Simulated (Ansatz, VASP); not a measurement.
# CaNi4P3 in VASP and in Ansatz

File INCAR:

```
SYSTEM = CaNi4P3
PREC     = Accurate       ! precision mode
ENCUT    = 520            ! plane-wave cutoff, eV
EDIFF    = 1E-6           ! SCF threshold, eV
ISMEAR   = -1             ! smearing method
SIGMA    = 0.1            ! smearing width, eV
LREAL    = .FALSE.        ! projectors in reciprocal space
LASPH    = .TRUE.         ! aspherical terms in the spheres
NELM     = 80             ! most SCF steps
ALGO     = Normal         ! electronic algorithm
ISIF     = 2              ! what is computed and relaxed
LWAVE    = .FALSE.        ! write WAVECAR
LCHARG   = .FALSE.        ! write CHGCAR
GGA      = PE             ! functional
NBANDS   = 42             ! bands
```

KPOINTS

```
regular mesh
0
G
  9 9 5
  0 0 0
```

POSCAR

```
CaNi4P3
1.0
    3.9322370000      0.0000000000      0.0000000000
    0.0000000000      3.9322370000      0.0000000000
    0.0000000000      0.0000000000      7.2092150000
Ca Ni P
1 4 3
Direct
    0.0000000000      0.0000000000      0.5000000000
    0.5000000000      0.0000000000      0.1741100000
    0.0000000000      0.5000000000      0.1741100000
    0.5000000000      0.0000000000      0.8258900000
    0.0000000000      0.5000000000      0.8258900000
    0.0000000000      0.0000000000      0.0000000000
    0.5000000000      0.5000000000      0.3508000000
    0.5000000000      0.5000000000      0.6492000000
```

Input for Ansatz:

```yaml
crystal:
  lattice:
    - [3.932237, 0.0, 0.0]
    - [0.0, 3.932237, 0.0]
    - [0.0, 0.0, 7.209215]
  atoms:
    - { symbol: Ca, position: [0.0, 0.0, 0.5] }
    - { symbol: Ni, position: [0.5, 0.0, 0.17411] }
    - { symbol: Ni, position: [0.0, 0.5, 0.17411] }
    - { symbol: Ni, position: [0.5, 0.0, 0.82589] }
    - { symbol: Ni, position: [0.0, 0.5, 0.82589] }
    - { symbol: P, position: [0.0, 0.0, 0.0] }
    - { symbol: P, position: [0.5, 0.5, 0.3508] }
    - { symbol: P, position: [0.5, 0.5, 0.6492] }
  symmetry: { tolerance: 0.0003 }
kpoints:
  mp_grid: { grid: [9, 9, 5], shift: [0, 0, 0] }
  band_path:
    path:
      - [0.0, 0.0, 0.0]
      - [0.0, 0.5, 0.0]
      - [0.5, 0.5, 0.0]
      - [0.0, 0.0, 0.0]
      - [0.0, 0.0, 0.5]
      - [0.0, 0.5, 0.5]
      - [0.5, 0.5, 0.5]
      - [0.0, 0.0, 0.5]
      - [0.0, 0.5, 0.0]
      - [0.0, 0.5, 0.5]
      - [0.5, 0.5, 0.0]
    npoints: 6
magnetization:
  spin_polarized: false
scf:
  occupations: { method: fermi_dirac }
  lower_state_search: "off"
  max_iter: 200
hamiltonian:
  pseudopotentials: { kind: paw }
  xc: pbe
basis:
  ecutwfc: 420
  fft_grid_basis: typed
output:
  forces: true
  stress: true
  eigenvalues: true
  bader: true
  populations: true
  elf: true
  write_potential: true
  volumetric_format: npy
  dos:
    e_range: [-12, 8]
    de: 0.05
    projected: { site_lists: { Ca: [Ca], Ni: [Ni], P: [P] } }
checkpoint:
  read: saved_state
```

Alike in both runs: task single point; functional PBE; k mesh 9 × 9 × 5; no spin polarisation.

|  | VASP | Ansatz |
| --- | --- | --- |
| version | VASP 6.6.1 | Ansatz 0.2.0 |
| potentials or method | VASP PAW PBE potentials, release 64 (Ca_sv, Ni, P), cutoff 520 eV | PAW plane waves |
| occupations | fermi-dirac, width 0.1 eV | fermi-dirac |
| valence electrons in the cell | 65 | 97 |

```tsv
	VASP	Ansatz	Ansatz less VASP
pressure (GPa)	-4.4	-4.6	-0.16
traceless stress, the component that is largest in VASP (GPa)	4.78	4.94	+0.165
rms of the force components (eV/Å)	0.518	0.538	+0.0195
```

Atom by atom the forces differ by 0.020 eV/Å (rms over components). VASP's potentials hold 65 valence electrons a cell and Ansatz's 97, so a difference there can come from the potentials and not from the codes.
